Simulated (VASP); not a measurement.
Write the native input for VASP 6.6.1 that does the following.

```yaml
Task: single point
Functional: PBE
Potentials_or_basis: VASP PAW PBE potentials, release 64 (Be, Cd, S)
Cutoff: 520 eV
k_mesh: 6 × 6 × 6
Occupations: gaussian, width 0.1 eV
Spin: no spin polarisation
Dipole_correction: no
Further_INCAR_settings: ALGO = Normal; EDIFF = 1e-06; NBANDS = 27
```

The structure of Be3Cd2S lies in POSCAR:

```
Be3Cd2S
1.0
    5.4852459500      0.0000000000      0.0000000000
   -2.7426229700      4.7503623400      0.0000000000
    0.0000000000      0.0000000000      3.3063177800
Be Cd S
3 2 1
Direct
    0.5000000000      0.0000000000      0.5000000000
    0.0000000000      0.5000000000      0.5000000000
    0.5000000000      0.5000000000      0.5000000000
    0.3333333300      0.6666666700      0.0000000000
    0.6666666700      0.3333333300      0.0000000000
    0.0000000000      0.0000000000      0.0000000000
```

The cell was built from a structure type or drawn by symmetry, and may not be a known phase.

One way to write it, as run:

INCAR

```
SYSTEM = Be3Cd2S
PREC     = Accurate       ! precision mode
ENCUT    = 520            ! plane-wave cutoff, eV
EDIFF    = 1E-6           ! SCF threshold, eV
ISMEAR   = 0              ! smearing method
SIGMA    = 0.1            ! smearing width, eV
LREAL    = .False.        ! projectors in reciprocal space
LASPH    = .True.         ! aspherical terms in the spheres
NELM     = 100            ! most SCF steps
ALGO     = Normal         ! electronic algorithm
ISIF     = 2              ! what is computed and relaxed
LWAVE    = .False.        ! write WAVECAR
LCHARG   = .False.        ! write CHGCAR
GGA      = PE             ! functional
NBANDS   = 27             ! bands
```

KPOINTS

```
regular mesh
0
Gamma
  6 6 6
  0 0 0
```

Potentials or basis: VASP PAW PBE potentials, release 64 (Be, Cd, S).

Command:

```bash
$ cat potpaw_PBE.64/Be/POTCAR potpaw_PBE.64/Cd/POTCAR potpaw_PBE.64/S/POTCAR > POTCAR
$ mpirun -np 1 vasp_std > vasp.out
```

It gave:

The pressure is 17.1 GPa. The band gap on the k mesh is zero (bands 18 and 19 overlap by 2.42 eV).

Caveat: the cell stands under pressure.

It used 130 s of CPU time on 1 thread of Intel(R) Xeon(R) Platinum 8259CL CPU @ 2.50GHz (Skylake/Cascade Lake) (shared host).
